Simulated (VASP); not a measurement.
# LiAl16O24 (a cell with a defect) in VASP: notebook

Runs on LiAl16O24 (a cell with a defect). Level: PBE+D3(BJ). Tasks: single point, relaxation of the atoms.

Program: VASP 6.6.1. These are calculated values, not measurements. Logs are shortened: lines on timing, memory, paths and dates and some standing lists are left out, and cuts for length are marked.

### Step 1. The cell of the first run

The cell holds a defect, 41 atoms: a = 6.978 Å, b = 6.978 Å, c = 6.978 Å, α = 85.74°, β = 85.74°, γ = 85.74°.

### Step 2. Single point, PBE+D3(BJ)

INCAR reads:

```
SYSTEM = LiAl16O24
ALGO = Normal
EDIFF = 1E-6
ENCUT = 520
GGA = PE
ISIF = 2
ISMEAR = -1
IVDW = 12
LASPH = .TRUE.
LCHARG = .FALSE.
LREAL = Auto
LWAVE = .FALSE.
NBANDS = 124
NELECT = 194.0
NELM = 100
PREC = Accurate
SIGMA = 0.02
```

KPOINTS reads:

```
k-points
0
G
  1 1 1
  0 0 0
```

POSCAR reads:

```
LiAl16O24
1.0
   -4.7474000000     -2.7409130000      4.3180670000
    4.7474000000     -2.7409130000      4.3180670000
    0.0000000000      5.4818250000      4.3180670000
Al O Li
16 24 1
Direct
    0.3491011745      0.3334083742      0.3395218371
    0.1450122642      0.1571873495      0.1368162701
    0.6315962824      0.6618022899      0.6694473029
    0.8510308994      0.8404566904      0.8771386033
    0.8329282049      0.8538449172      0.3468914783
    0.6303661102      0.6283439507      0.1728101078
    0.1864646646      0.1624725848      0.6597085173
    0.3544413708      0.3540411517      0.8607149911
    0.8546668255      0.3733086084      0.8600190321
    0.6632651086      0.1630544670      0.6507997003
    0.1535501045      0.6439448468      0.1562188285
    0.3376379875      0.8589338547      0.3468734077
    0.3560829717      0.8398003749      0.8439182592
    0.1667827475      0.6471509491      0.6442419176
    0.6641880066      0.1461992128      0.1354295083
    0.8575616297      0.3659872943      0.3475012705
    0.5839222711      0.4075731116      0.7651471150
    0.7274878968      0.5906551041      0.3867170672
    0.4139028359      0.7414294820      0.5818801894
    0.3858927383      0.5951230539      0.2652362923
    0.2460533875      0.4026443636      0.5825476186
    0.5840996943      0.2317805301      0.4070280816
    0.1002625189      0.9158668497      0.7382435951
    0.2285079762      0.0885576876      0.3886204685
    0.9265233901      0.2605377980      0.5934577339
    0.8842795434      0.1111616262      0.2418022543
    0.7436151396      0.9148246437      0.6019234765
    0.0890152270      0.7411406009      0.3990979100
    0.0843022384      0.4087113887      0.2230475179
    0.2597416005      0.6052991688      0.9081832219
    0.8954937457      0.7239472150      0.1093881658
    0.9297776828      0.5946258102      0.7398735551
    0.7404000154      0.4035419457      0.0984426523
    0.1085671605      0.2480961659      0.9102229910
    0.5979208209      0.8903967024      0.2681860234
    0.7628918630      0.0879118740      0.8919436544
    0.4215612868      0.2367864627      0.0826319528
    0.4188999880      0.0775341877      0.7312679419
    0.2497866683      0.8878833106      0.0824824643
    0.5992043178      0.7474117577      0.9149977439
   -0.0063039766      1.0042912966      0.5159771461
```

Potentials or basis: VASP PAW PBE potentials, release 64 (Al, O, Li_sv).

The run is started by

```sh
$ cat potpaw_PBE.64/Al/POTCAR potpaw_PBE.64/O/POTCAR potpaw_PBE.64/Li_sv/POTCAR > POTCAR
$ mpirun -np 1 vasp_gam > vasp.out
```

OUTCAR:

```text
SYSTEM = LiAl16O24
   EDIFF = 1E-6
   ENCUT = 520
   GGA = PE
   ISIF = 2
   ISMEAR = -1
   IVDW = 12
   LASPH = .TRUE.
   LREAL = Auto
   NELECT = 194.0
   NELM = 100
   PREC = Accurate
 IVDW          = 12

 ion  position               nearest neighbor table
   1  0.349  0.333  0.340-  22 1.82  21 1.87  20 1.89  24 1.96  37 1.98  29 2.09   2 2.52   7 2.67
                            11 2.76  15 2.82   6 3.06  14 3.29  10 3.30  12 3.31   8 3.33
   2  0.145  0.157  0.137-  34 1.69  29 1.91  24 1.91  26 1.95  39 2.02  37 2.05   1 2.52   8 2.69
                            12 2.78  16 2.78  41 2.93   9 3.13  13 3.32   7 3.32   5 3.33  15 3.36
   3  0.632  0.662  0.669-  19 1.72  40 1.85  17 1.89  27 1.99  18 2.12  32 2.18  13 2.50   4 2.62
                             9 2.77   5 2.86   8 3.15  14 3.27  12 3.31
   4  0.851  0.840  0.877-  31 1.80  36 1.80  40 1.91  23 2.01  32 2.05  27 2.13   3 2.62  41 2.83
                             6 2.87  10 2.94  14 2.94  15 3.05  11 3.15   9 3.27   5 3.28
   5  0.833  0.854  0.347-  35 1.76  27 1.91  26 1.94  28 1.95  31 1.95  18 2.02  41 2.08   6 2.61
                            15 2.68   3 2.86  11 2.88  10 3.24   4 3.28   2 3.33
   6  0.630  0.628  0.173-  18 1.68  33 1.79  20 1.80  40 1.95  35 1.98  31 2.02   5 2.61  16 2.62
                            12 2.77   4 2.87   1 3.06   9 3.17  13 3.29  11 3.33
   7  0.186  0.162  0.660-  38 1.78  21 1.79  23 1.89  34 1.92  25 1.97  24 1.99  41 2.15   8 2.43
                             1 2.67  13 2.74   9 2.97  12 3.22   2 3.32  10 3.32
   8  0.354  0.354  0.861-  17 1.74  37 1.77  30 1.87  34 1.92  21 2.13  38 2.19   7 2.43   2 2.69
                            14 2.76  10 2.82   3 3.15  11 3.17  15 3.19   1 3.33
   9  0.855  0.373  0.860-  32 1.80  33 1.81  34 1.96  17 2.04  25 2.09  36 2.13  10 2.64  15 2.73
                             3 2.77   7 2.97   2 3.13   6 3.17  14 3.22   4 3.27
  10  0.663  0.163  0.651-  27 1.83  22 1.85  38 1.88  36 1.89  17 1.96  25 2.01  41 2.62   9 2.64
                            16 2.78   8 2.82   4 2.94   5 3.24   1 3.30   7 3.32
  11  0.154  0.644  0.156-  29 1.77  20 1.84  30 1.86  28 1.88  31 1.89  39 1.90  12 2.55   1 2.76
                            13 2.83   5 2.88  16 3.10   4 3.15   8 3.17   6 3.33
  12  0.338  0.859  0.347-  24 1.76  19 1.87  35 1.88  20 1.97  28 1.97  39 1.98  11 2.55  14 2.71
                            41 2.75   6 2.77   2 2.78   7 3.22   3 3.31   1 3.31  15 3.34
  13  0.356  0.840  0.844-  39 1.82  30 1.83  38 1.85  40 1.86  23 2.00  19 2.00   3 2.50  14 2.51
                             7 2.74  11 2.83   6 3.29   2 3.32
  14  0.167  0.647  0.644-  32 1.79  21 1.83  28 1.89  19 1.90  30 1.99  23 2.04  13 2.51  12 2.71
                             8 2.76  41 2.80   4 2.94   9 3.22   3 3.27   1 3.29
  15  0.664  0.146  0.135-  26 1.75  37 1.82  36 1.85  33 1.90  35 2.02  22 2.05   5 2.68  16 2.70
                             9 2.73   1 2.82   4 3.05   8 3.19  12 3.34   2 3.36
  16  0.858  0.366  0.348-  18 1.78  29 1.78  25 1.90  26 1.97  33 1.97  22 2.19   6 2.62  15 2.70
                            10 2.78   2 2.78  41 2.83  11 3.10
  17  0.584  0.408  0.765-   8 1.74   3 1.89  10 1.96   9 2.04
  18  0.727  0.591  0.387-   6 1.68  16 1.78   5 2.02   3 2.12
  19  0.414  0.741  0.582-   3 1.72  12 1.87  14 1.90  13 2.00
  20  0.386  0.595  0.265-   6 1.80  11 1.84   1 1.89  12 1.97
[... 233 lines left out ...]
     AMIX_MAG =   1.60;   BMIX_MAG =  1.00
  volume/ion in A,a.u.               =       8.22        55.49
  Fermi-wavevector in a.u.,A,eV,Ry     =   1.361690  2.573221 25.227911  1.854199
  Thomas-Fermi vector in A             =   2.488244
   LORBIT       =      0    0 simple, 1 ext, 2 COOP (PROOUT), +10 PAW based schemes
   GGA     = PE    functional components
   LHFCALC =     F    Hartree Fock is set to
   AEXX    =    0.0000 exact exchange contribution
   IVDW    =    12    specifies the selected vdW correction
   LEPSILON=     F    determine dielectric tensor
   LRPA    =     F    only Hartree local field effects (RPA)
 non-spin polarized calculation
  energy-cutoff  :      520.00
  volume of cell :      337.13
 maximum number of plane-waves:      4518
 NGX is ok and might be reduce to    50
   NGX = 25   NGY = 25   NGZ = 25

 number of electron     194.0000035 magnetization

 Free energy of the ion-electron system (eV)
  ---------------------------------------------------
  ext. energy  EPLUGINS =         0.00000000
  ---------------------------------------------------
  free energy    TOTEN  =      -303.34680985 eV

  energy without entropy =     -303.34680985  energy(sigma->0) =     -303.34680985

 E-fermi :   7.3022     XC(G=0): -11.7663

 val. band max:        6.8174096617   @ k =   0.0000   0.0000   0.0000
 cond. band min:      12.4156000999   @ k =   0.0000   0.0000   0.0000
 fundamental gap:      5.5981904383
 Fermi energy:         7.3021778205

 k-point     1 :       0.0000    0.0000    0.0000
  band No.  band energies     occupation
      1     -36.7667      2.00000
      2     -13.0479      2.00000
      3     -11.9989      2.00000
      4     -11.9454      2.00000
      5     -11.8325      2.00000
      6     -11.5000      2.00000
[... 101 lines left out ...]
    108      16.1191      0.00000
    109      16.3036      0.00000
 [bands above 109 left out]

------------------------ aborting loop because EDIFF is reached ----------------------------------------

 Edisp (eV)  -10.15084

 E8    (eV) :    -3.8486

  FORCE on cell =-STRESS in cart. coord.  units (eV):
  Direction    XX          YY          ZZ          XY          YZ          ZX
  --------------------------------------------------------------------------------------
  -------------------------------------------------------------------------------------
  Total       7.06720     4.76428    26.67785    -3.32088     1.59889    -4.14217
  in kB      33.58663    22.64206   126.78556   -15.78238     7.59869   -19.68551
  external pressure =       61.00 kB  Pullay stress =        0.00 kB

 VOLUME and BASIS-vectors are now :
 -----------------------------------------------------------------------------
  energy-cutoff  :      520.00
  volume of cell :      337.13
      direct lattice vectors                 reciprocal lattice vectors
    -4.747400000 -2.740913000  4.318067000    -0.105320807 -0.060806996  0.077195030
     4.747400000 -2.740913000  4.318067000     0.105320807 -0.060806996  0.077195030
     0.000000000  5.481825000  4.318067000     0.000000000  0.121613993  0.077195044

 POSITION                                       TOTAL-FORCE (eV/Angst)
 -----------------------------------------------------------------------------------
     -0.07450     -0.00950      4.41320         0.186345     -0.441083      1.896270
      0.05780     -0.07830      1.89570        -1.701875      2.012783     -0.836770
      0.14340      0.12470      8.47570        -3.023540     -2.375871     -0.496764
     -0.05020      0.17210     11.09150        -0.630772     -1.726341     -0.230323
      0.09930     -2.72170      8.78150        -1.398710      0.756511     -2.048392
     -0.00960     -2.50270      6.18140         2.033623     -2.878307     -1.175718
[... 33 lines left out ...]
      0.70360      1.32490      9.76580        -0.230315     -0.248257     -0.382527
     -4.69710      0.09310      6.53740         0.148787      0.103688      0.199391
 -----------------------------------------------------------------------------------
    total drift:                                0.008680     -0.014361      0.017118

  FREE ENERGIE OF THE ION-ELECTRON SYSTEM (eV)
  ---------------------------------------------------
  free  energy   TOTEN  =      -313.4976470595 eV

  energy  without entropy=     -313.4976470595  energy(sigma->0) =     -313.49764706
```

Run time: 53 s. Hardware: 1 thread of Intel Xeon Platinum 8488C (Sapphire Rapids), shared host; peak memory 0.36 GiB.

What came out:

```yaml
Free_energy: -313.4976 eV
Largest_force: 6.093 eV/Å
Dispersion_energy_per_atom: -0.248 eV
```

Forces in eV/Å, atoms in the order of the input:
```
Al   0.186 -0.441  1.896
Al  -1.702  2.013 -0.837
Al  -3.024 -2.376 -0.497
Al  -0.631 -1.726 -0.230
Al  -1.399  0.757 -2.048
Al   2.034 -2.878 -1.176
Al   0.981  1.182 -1.780
Al   0.638 -0.163  0.484
Al  -1.459 -0.520 -0.627
Al   0.289  0.507 -1.450
Al   1.462 -0.982 -0.740
Al  -2.518 -0.966  0.000
Al   1.631  0.170  1.607
Al   0.582  0.054 -1.087
Al   1.365  1.569 -1.411
Al   0.104  1.247 -0.489
O   -1.705 -2.354  0.992
O   -1.759  4.003  4.244
O    2.276  1.597 -0.306
O   -1.333 -0.430 -1.075
O   -0.975  0.210  1.106
O    0.375 -0.886  0.965
O   -0.923  0.509 -0.232
O    1.028 -0.091  1.399
O    0.983  0.620 -1.547
O   -3.850  0.457  1.593
O   -2.429 -0.724 -0.739
O    1.702  0.387  1.285
O   -2.466  0.831  0.694
O   -1.197 -0.263 -2.169
O    0.635 -1.787  1.123
O    2.301  1.738 -0.402
O   -0.636 -0.532 -0.681
O    1.227 -2.512 -1.293
O    2.494 -1.727 -1.434
O    1.267  0.599  1.700
O    1.348  1.937 -0.051
O    1.151  0.429  1.290
O    2.027  0.685  2.107
O   -0.230 -0.248 -0.383
Li   0.149  0.104  0.199
```

Levels at points of the mesh, in eV from the Fermi level:
| k point | band 95 | band 96 | band 97 | band 98 | band 99 | band 100 |
| --- | --- | --- | --- | --- | --- | --- |
| (0.00, 0.00, 0.00) | -0.76 | -0.73 | -0.48 | 5.11 | 7.33 | 7.83 |

Caveat: the k points lie up to 0.91 Å⁻¹ apart, too coarse for converged energies, forces and pressures; the cell carries a net charge on a neutralising background, which shifts energy and pressure; the cell is charged against a uniform background, so pressure and absolute levels hang on convention; the cutoff is under 1.25 times the usual one of these potentials, so pressure, stress and relaxed cells hold a basis-set (Pulay) error.

### Step 3. Single point, PBE+D3(BJ)

INCAR reads:

```
  ALGO = Normal
  EDIFF = 1E-6
  ENCUT = 520
  GGA = PE
  ISIF = 2
  ISMEAR = -1
  IVDW = 12
  LASPH = T
  LCHARG = F
  LREAL = Auto
  LWAVE = F
  NBANDS = 124
  NELECT = 194.0
  NELM = 80
  PREC = Accurate
  SIGMA = 0.02
```

KPOINTS reads:

```
k-points
0
Gamma
  1 1 1
```

POSCAR reads:

```
LiAl16O24
1.0
   -4.7474000000     -2.7409130000      4.3180670000
    4.7474000000     -2.7409130000      4.3180670000
    0.0000000000      5.4818250000      4.3180670000
Al O Li
16 24 1
Direct
    0.3582079017      0.3505405469      0.3851669538
    0.1685768179      0.1509461148      0.1378344913
    0.6343740875      0.6513939300      0.6436138100
    0.8434654422      0.8226329866      0.8583876433
    0.8512995113      0.8459070860      0.3167732692
    0.6460566886      0.6281942797      0.1639620098
    0.1440483777      0.1313466884      0.6573602617
    0.3406108014      0.3657824743      0.8672043549
    0.8566322992      0.3615823771      0.8453244026
    0.6390753686      0.1482593430      0.6635228133
    0.1428486517      0.6732863650      0.1690048619
    0.3702835870      0.8675031177      0.3240464025
    0.3698496387      0.8267944927      0.8607347838
    0.1579074485      0.6456059783      0.6174696195
    0.6640639126      0.1509198758      0.1278223330
    0.8628335779      0.3515642515      0.3463005108
    0.5954646415      0.4097208660      0.7555560465
    0.7448488009      0.6087953822      0.4069121029
    0.4060069938      0.7565988967      0.5818320722
    0.3834788564      0.5908976541      0.2648353869
    0.2419443834      0.4113002413      0.5998160620
    0.6104674116      0.2603599843      0.4071750065
    0.0806880045      0.9109108633      0.7594161119
    0.2468084070      0.1057206537      0.4063521702
    0.8988512514      0.2437768949      0.5965065175
    0.9230927293      0.0872246752      0.2559899501
    0.7358489573      0.9153788053      0.5910023834
    0.1018603481      0.7821063775      0.3995705609
    0.0807245058      0.4347709312      0.2746034660
    0.2354664472      0.5918088662      0.9164447353
    0.8857089329      0.7374593647      0.1047576470
    0.9007453094      0.5923449219      0.7455966626
    0.7679802674      0.3762711213      0.0838212651
    0.1146972610      0.2578493021      0.9006157106
    0.6031791196      0.8984144063      0.2482635282
    0.7527767186      0.0926048350      0.8936836346
    0.3914135831      0.2481351570      0.1058310792
    0.3994128341      0.0746245289      0.7235355325
    0.2702275662      0.9073552571      0.1006511643
    0.5943675279      0.7214897422      0.9021722324
   -0.0294350762      0.9923242025      0.5035540762
```

Potentials or basis: VASP PAW PBE potentials, release 64 (Al, O, Li_sv).

The run is started by

```sh
$ cat potpaw_PBE.64/Al/POTCAR potpaw_PBE.64/O/POTCAR potpaw_PBE.64/Li_sv/POTCAR > POTCAR
$ mpirun -np 1 vasp_gam > vasp.out
```

Run time: 55 s. Hardware: 1 thread of Intel Xeon Platinum 8488C (Sapphire Rapids), shared host; peak memory 0.36 GiB.

It converged, with:

```
Free energy                : -312.6747 eV
Largest force              : 4.632 eV/Å
Dispersion energy per atom : -0.248 eV
```

Forces on the atoms (eV/Å):
```
Al  -0.533 -2.057 -1.921
Al   1.829  1.797 -0.507
Al  -1.247 -1.256  0.051
Al   0.996 -2.201  0.848
Al   2.018  3.730  0.348
Al   0.371  0.230 -1.686
Al   0.516 -1.217  4.277
Al  -1.358 -1.429 -0.009
Al  -1.664 -0.790 -1.219
Al   0.189 -1.402 -0.671
Al  -3.153 -0.615 -2.996
Al   0.518  4.128  2.037
Al   3.547 -0.825 -1.518
Al   1.764  1.767  1.792
Al   0.920  2.602 -0.550
Al   0.853  2.218 -0.138
O   -0.134  1.019 -1.433
O   -1.517 -0.183 -1.219
O    0.509  1.576 -0.827
O   -1.176 -2.280  1.652
O   -1.481  1.445  0.426
O    0.445 -0.227 -1.067
O   -1.569  1.002 -1.645
O   -0.308 -0.187 -0.503
O   -0.886 -0.330  0.928
O    0.691 -1.002 -0.781
O   -2.308  0.279 -0.596
O    0.913  0.743 -1.239
O   -1.712 -1.292 -0.205
O    1.730 -1.381  1.956
O   -1.643 -2.748 -0.380
O    0.342 -1.769  0.865
O    2.836  1.049  2.573
O    0.983  1.605 -1.912
O    0.475 -2.508  0.488
O   -0.644  1.330 -0.167
O   -1.707 -2.069  2.043
O    0.418  1.437  1.932
O    0.378 -1.031 -2.303
O   -0.548  0.539  2.143
Li   0.347  0.305  1.133
```

Levels at points of the mesh, in eV from the Fermi level:
| k point | band 95 | band 96 | band 97 | band 98 | band 99 | band 100 |
| --- | --- | --- | --- | --- | --- | --- |
| (0.00, 0.00, 0.00) | -0.97 | -0.88 | -0.65 | 4.86 | 7.13 | 7.72 |

Caveat: the k points lie up to 0.91 Å⁻¹ apart, too coarse for converged energies, forces and pressures; the cell carries a net charge on a neutralising background, which shifts energy and pressure; the cell is charged against a uniform background, so pressure and absolute levels hang on convention; the cutoff is under 1.25 times the usual one of these potentials, so pressure, stress and relaxed cells hold a basis-set (Pulay) error.

(Continued in part 2 of 2.)
